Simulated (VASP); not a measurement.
# MoS2 (C2/m) in VASP: notebook, part 2 of 2

VASP 6.6.1. Earlier steps stand in the parts before.

## (4) Single point, PBE (the part above a cut slid along it)

Contents of INCAR:

```
SYSTEM = MoS2
PREC = Accurate
ENCUT = 500
EDIFF = 1E-6
ISMEAR = 0
SIGMA = 0.05
LREAL = .False.
LASPH = .True.
NELM = 120
ALGO = Normal
ISIF = 2
LWAVE = .False.
LCHARG = .True.
GGA = PE
LELF = .True.
LVHAR = .True.
NBANDS = 35
GGA_COMPAT = .False.
```

Contents of KPOINTS:

```
Automatic mesh
0
Gamma
  10 10 2
  0 0 0
```

Contents of POSCAR:

```
MoS2
1.0
   -3.1855822414      0.0000000000      0.0000000000
   -1.5927911207     -2.7587951469      0.0000000000
   -3.5837800216     -2.0690963602     14.5104568311
Mo S
2 4
Direct
    0.1458333333      0.1458333333      0.2500000000
    0.1041666667      0.1041666667      0.7500000000
   -0.1484030445     -0.1484030445      0.6423151704
    0.5599302889      0.5599302889      0.1423151704
   -0.3099302889     -0.3099302889      0.8576848296
    0.3984030445      0.3984030445      0.3576848296
```

Potentials or basis: VASP PAW PBE potentials, release 64 (Mo_sv, S).

Run with:

```console
$ cat potpaw_PBE.64/Mo_sv/POTCAR potpaw_PBE.64/S/POTCAR > POTCAR
$ mpirun -np 1 vasp_std > vasp.out
```

OUTCAR:

```text
SYSTEM = MoS2
   PREC = Accurate
   ENCUT = 500
   EDIFF = 1E-6
   ISMEAR = 0
   LREAL = .False.
   LASPH = .True.
   NELM = 120
   ISIF = 2
   GGA = PE

 ion  position               nearest neighbor table
   1  0.146  0.146  0.250-   6 2.41   6 2.41   4 2.41   4 2.41   4 2.41   6 2.41
   2  0.104  0.104  0.750-   3 2.41   3 2.41   5 2.41   5 2.41   5 2.41   3 2.41
   3  0.852  0.852  0.642-   2 2.41   2 2.41   2 2.41
   4  0.560  0.560  0.142-   1 2.41   1 2.41   1 2.41
   5  0.690  0.690  0.858-   2 2.41   2 2.41   2 2.41
   6  0.398  0.398  0.358-   1 2.41   1 2.41   1 2.41

  LATTYP: Found a base centered monoclinic cell.
 ALAT       =     5.5175902938
 B/A-ratio  =     0.5773502692
 C/A-ratio  =     2.6417100506
 COS(beta)  =    -0.0946356698

  Lattice vectors:

 A1 = (  -3.1855822414,   0.0000000000,   0.0000000000)
 A2 = (  -1.5927911207,  -2.7587951469,   0.0000000000)
 A3 = (   1.1945933405,   0.6896987867,  14.5104568311)

Analysis of symmetry for initial positions (statically):
=====================================================================
 Subroutine PRICEL returns:
[... 185 lines left out ...]
 fundamental gap:      1.5448749468
 Fermi energy:         5.3828415213

 k-point     1 :       0.0000    0.0000    0.0000
  band No.  band energies     occupation
      1     -56.0726      2.00000
      2     -56.0726      2.00000
      3     -30.2100      2.00000
      4     -30.2100      2.00000
      5     -30.0086      2.00000
      6     -30.0086      2.00000
[... 901 lines left out ...]
     34       9.1044      0.00000
     35      12.2749      0.00000

 [... further k-points ...]

------------------------ aborting loop because EDIFF is reached ----------------------------------------

  FORCE on cell =-STRESS in cart. coord.  units (eV):
  Direction    XX          YY          ZZ          XY          YZ          ZX
  --------------------------------------------------------------------------------------
  -------------------------------------------------------------------------------------
  Total       -0.0985920     -0.0971214     -0.0462383     -0.0012736     -0.0061520     -0.0106556
  in kB       -1.2386912     -1.2202150     -0.5809286     -0.0160008     -0.0772930     -0.1338752
  external PRESSURE =      -1.0132783 kB  Pullay stress =       0.0000000 kB

 VOLUME and BASIS-vectors are now :
 -----------------------------------------------------------------------------
  energy-cutoff  :      500.00
  volume of cell :      127.52
      direct lattice vectors                 reciprocal lattice vectors
    -3.185582241  0.000000000  0.000000000    -0.313914357  0.181238538 -0.051686863
    -1.592791121 -2.758795147  0.000000000     0.000000000 -0.362477077 -0.051686863
    -3.583780022 -2.069096360 14.510456831     0.000000000  0.000000000  0.068915818

 POSITION                                       TOTAL-FORCE (eV/Angst)
 -----------------------------------------------------------------------------------
     -1.59279     -0.91960      3.62761        -0.001005     -0.000580      0.002192
     -3.18558     -1.83920     10.88284         0.001005      0.000580     -0.002192
     -6.37116     -3.67839      9.32029        -0.000134     -0.000077      0.015143
     -3.18558     -1.83920      2.06506        -0.001069     -0.000617      0.025498
     -6.37116     -3.67839     12.44540         0.001069      0.000617     -0.025498
     -3.18558     -1.83920      5.19017         0.000134      0.000077     -0.015143
 -----------------------------------------------------------------------------------
    total drift:                               -0.000000     -0.000000     -0.000000

  FREE ENERGIE OF THE ION-ELECTRON SYSTEM (eV)
  ---------------------------------------------------
  free  energy   TOTEN  =       -43.7115615829 eV

  energy  without entropy=      -43.7115615829  energy(sigma->0) =      -43.71156158
```

It took 5.6 min on 1 thread of Oxide Virtual Turin-like, shared host; peak memory 0.33 GiB.

What came out:

| Quantity | Value |
| --- | --- |
| Free energy | -43.7116 eV |
| Pressure | -0.1 GPa |
| Largest force | 0.026 eV/Å |
| Band gap on the k mesh | 1.54 eV (least direct gap 1.91 eV) |

Forces in eV/Å, atoms in the order of the input:
```
Mo  -0.001 -0.001  0.002
Mo   0.001  0.001 -0.002
S    0.000  0.000  0.015
S   -0.001 -0.001  0.025
S    0.001  0.001 -0.025
S    0.000  0.000 -0.015
```

Levels at points of the mesh, in eV from the valence-band top:
```
           k point  band 22  band 23  band 24  band 25  band 26  band 27  band 28  band 29  band 30  band 31
(0.00, 0.00, 0.00)    -1.75    -1.75    -1.65    -0.46     0.00     2.51     2.51     2.51     2.51     2.75
(0.50, 0.00, 0.00)    -2.06    -1.23    -1.22    -0.90    -0.84     1.99     1.99     2.50     2.50     3.58
(0.50, 0.50, 0.00)    -2.04    -1.23    -1.22    -0.91    -0.83     1.99     1.99     2.49     2.51     3.52
(0.00, 0.00, 0.50)    -1.75    -1.74    -1.74    -0.19    -0.18     2.50     2.51     2.51     2.51     2.75
(0.50, 0.00, 0.50)    -2.08    -1.23    -1.22    -0.90    -0.85     1.99     1.99     2.47     2.54     3.53
(0.50, 0.50, 0.50)    -2.06    -1.22    -1.22    -0.91    -0.83     1.99     1.99     2.48     2.53     3.58
```

Caveat: the cell differs from its parent crystal (the part above a cut slid along it); this functional lacks dispersion, which binds layers or chains, so the pressure and a relaxed spacing across them are unreliable. A k mesh can miss the band edges.

## (5) Summary

| cell | gap on the mesh (eV) | pressure (GPa) | largest force (eV/Å) |
| --- | --- | --- | --- |
| a = 3.186, b = 3.186, c = 14.691 Å, angles 82.2, 82.2, 60.0°, 6 atoms | 1.55 | -0.1 | 0.02 |
| a = 3.186, b = 3.186, c = 14.863 Å, angles 79.2, 79.2, 60.0°, 6 atoms | 1.54 | -0.1 | 0.03 |
| a = 3.186, b = 3.186, c = 15.089 Å, angles 76.3, 76.3, 60.0°, 6 atoms | 1.54 | -0.1 | 0.03 |

Alike in all rows: task single point; level PBE; potentials or basis VASP PAW PBE potentials, release 64 (Mo_sv, S); no spin polarisation; k mesh 10 × 10 × 2; cutoff (eV) 500; smearing gaussian 0.05 eV.

Caveats: this functional lacks dispersion, which binds layers or chains, so the pressure and a relaxed spacing across them are unreliable.

Total energies depend on the potentials used, so only differences within one code and one set of settings carry meaning.
